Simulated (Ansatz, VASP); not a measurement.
Two plane-wave programs on B

```xyz
2
Lattice="2.1623 0.0000 0.0000 0.0000 3.0068 0.0000 0.0000 0.0000 2.8240" Properties=species:S:1:pos:R:3 pbc="T T T"
B     0.0000    0.0000    2.4817
B     1.0812    1.5034    0.3423
```

Alike in both runs: task single point; functional PBE; k mesh 8 × 6 × 6; occupations gaussian, width 0.1 eV; no spin polarisation.

```csv
,VASP,Ansatz
version,VASP 6.6.1,Ansatz 0.2.0
potentials or method,"VASP PAW PBE potentials, release 64 (B), cutoff 520 eV","scalar-relativistic, plane waves, PAW"
valence electrons in the cell,6,6
```

Ansatz gave:

- gap on the k mesh at the Fermi level (eV): none
- rms of the force components (eV/Å): 0.898

Task: Estimate VASP's values.

Result: gap on the k mesh at the Fermi level (eV): none; rms of the force components (eV/Å): 0.897.

Atom by atom the forces differ by 0.002 eV/Å (rms over components). A gap of «none» marks a metal or a gap that the smearing closes.

The k mesh is coarse, so the values compare programs but aren't converged.
